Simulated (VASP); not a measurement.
Here is a VASP 6.6.1 calculation.

Contents of INCAR:

```
SYSTEM = Y3AlN4
PREC = Accurate
ENCUT = 600
EDIFF = 1E-6
ISMEAR = 0
SIGMA = 0.1
LREAL = .FALSE.
LASPH = .TRUE.
NELM = 100
ALGO = Normal
ISIF = 3
LWAVE = .FALSE.
LCHARG = .FALSE.
GGA = PE
IBRION = 2
NSW = 100
EDIFFG = -0.01
```

File KPOINTS:

```
Automatic mesh
0
G
  8 8 8
  0 0 0
```

File POSCAR:

```
Y3AlN4
1.0
    4.7821709044      0.0000000000      0.0000000000
    0.0000000000      4.7821709044      0.0000000000
    0.0000000000      0.0000000000      4.7821709044
Y Al N
3 1 4
Direct
    0.5000000000      0.0000000000      0.5000000000
    0.5000000000      0.5000000000      0.0000000000
    0.0000000000      0.5000000000      0.5000000000
    0.0000000000      0.0000000000      0.0000000000
    0.0000000000      0.5000000000      0.0000000000
    0.5000000000      0.5000000000      0.5000000000
    0.0000000000      0.0000000000      0.5000000000
    0.5000000000      0.0000000000      0.0000000000
```

Potentials or basis: VASP PAW PBE potentials, release 64 (Y_sv, Al, N).

Command:

```sh
$ cat potpaw_PBE.64/Y_sv/POTCAR potpaw_PBE.64/Al/POTCAR potpaw_PBE.64/N/POTCAR > POTCAR
$ mpirun -np 1 vasp_std > vasp.out
```

(1) Predict the band gap on the k mesh.

(2) What does it give for the relaxed volume?

(3) Predict the space group after relaxing (to 0.1 Å).

Results:

(1) zero (filled and empty bands touch).

(2) 13.63 Å³/atom.

(3) Pm-3m (No. 221).

Caveat: semilocal functionals underestimate gaps, and a narrow one can read as zero.
